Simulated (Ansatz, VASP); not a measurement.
Ni: VASP beside Ansatz

File INCAR:

```
PREC = Accurate ; ENCUT = 600
EDIFF = 1E-7 ; ISMEAR = -1
SIGMA = 0.05 ; LREAL = False
LASPH = True ; NELM = 100
ALGO = Normal ; ISIF = 3
LWAVE = False ; LCHARG = False
GGA = PE ; IBRION = 2
NSW = 60 ; EDIFFG = -0.005
```

KPOINTS

```
Automatic mesh
0
Gamma
  17 17 10
```

POSCAR

```
Ni
1.0
    2.4952288570      0.0000000000      0.0000000000
   -1.2476144285      2.1609315784      0.0000000000
    0.0000000000      0.0000000000      4.0422707483
Ni
2
Direct
    0.3333333333      0.6666666667      0.2500000000
    0.6666666667      0.3333333333      0.7500000000
```

Input for Ansatz:

```yaml
crystal:
  lattice:
    - [2.495228857, 0.0, 0.0]
    - [-1.2476144285, 2.1609315784, 0.0]
    - [0.0, 0.0, 4.0422707483]
  atoms:
    - { symbol: Ni, position: [0.3333333333, 0.6666666667, 0.25] }
    - { symbol: Ni, position: [0.6666666667, 0.3333333333, 0.75] }
kpoints:
  mp_grid: { grid: [17, 17, 10] }
scf:
  occupations: { method: fermi_dirac, width: 0.05 }
hamiltonian:
  xc: pbe
  pseudopotentials: { kind: paw }
output:
  forces: true
  stress: true
relax:
  f_tol: 0.005
  max_steps: 40
  cell: {}
```

Alike in both runs: task relaxation of cell and atoms; functional PBE; k mesh 17 × 17 × 10; occupations fermi-dirac, width 0.05 eV; no spin polarisation.

|  | VASP | Ansatz |
| --- | --- | --- |
| version | VASP 6.6.1 | Ansatz 0.2.0 |
| potentials or method | VASP PAW PBE potentials, release 64 (Ni) | PAW with Ansatz's default frozen-core files, scalar-relativistic |
| plane-wave cutoff (eV) | 600 | 420 |
| valence electrons in the cell | 20 | 36 |

Ansatz gave:

* relaxed volume (Å³/atom): 10.87
* relaxed length of the cell vector where the two differ most in proportion (Å): 4.090

Question: Estimate VASP's values.

Answer: Relaxed volume (Å³/atom): 10.86; relaxed length of the cell vector where the two differ most in proportion (Å): 4.088.

VASP's potentials hold 20 valence electrons a cell and Ansatz's 36, so a difference there can come from the potentials and not from the codes.
